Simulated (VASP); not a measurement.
Runs of VASP 6.6.1 on Pt. The structure is that of space group P6_3/mmc (No. 194), or close to it. The cells are those of the table. 

```csv
task,cell,cutoff (eV),k mesh for the DOS,occupations for the DOS,gap on the mesh (eV),pressure (GPa)
single point,"a = 2.493, b = 2.493, c = 4.198 Å, angles 90.0, 90.0, 120.0°, 2 atoms",520,-,-,none,171.5
single point,"a = 2.647, b = 2.647, c = 4.504 Å, angles 90.0, 90.0, 120.0°, 2 atoms",520,-,-,none,32.3
single point,"a = 2.405, b = 2.405, c = 4.036 Å, angles 90.0, 90.0, 120.0°, 2 atoms",520,-,-,none,318.3
relaxation of shape and atoms at fixed volume,"relaxed from a = 2.387, b = 2.387, c = 4.096 Å, angles 90.0, 90.0, 120.0°, 2 atoms",600,-,-,none,318.5
single point,"a = 2.308, b = 2.308, c = 3.864 Å, angles 90.0, 90.0, 120.0°, 2 atoms",520,-,-,none,(b)
single point,"a = 2.573, b = 2.573, c = 4.353 Å, angles 90.0, 90.0, 120.0°, 2 atoms",520,-,-,none,(a)
single point,"a = 2.714, b = 2.714, c = 4.658 Å, angles 90.0, 90.0, 120.0°, 2 atoms",520,-,-,none,0.8
```

Alike in all rows: level LDA; potentials or basis VASP PAW LDA potentials, release 64 (Pt); no spin polarisation; k mesh 16 × 16 × 9; smearing fermi-dirac 0.08 eV.

**Question.** Fill in the values left out.

**Answer.** (a) 84.5; (b) 572.1.

Caveats: spin-orbit coupling is left out, which moves the levels of the heavy elements.

A k mesh can miss the band edges, and the runs leave out spin-orbit coupling on Pt.

A gap of «none» marks levels without a gap at the run's occupations.
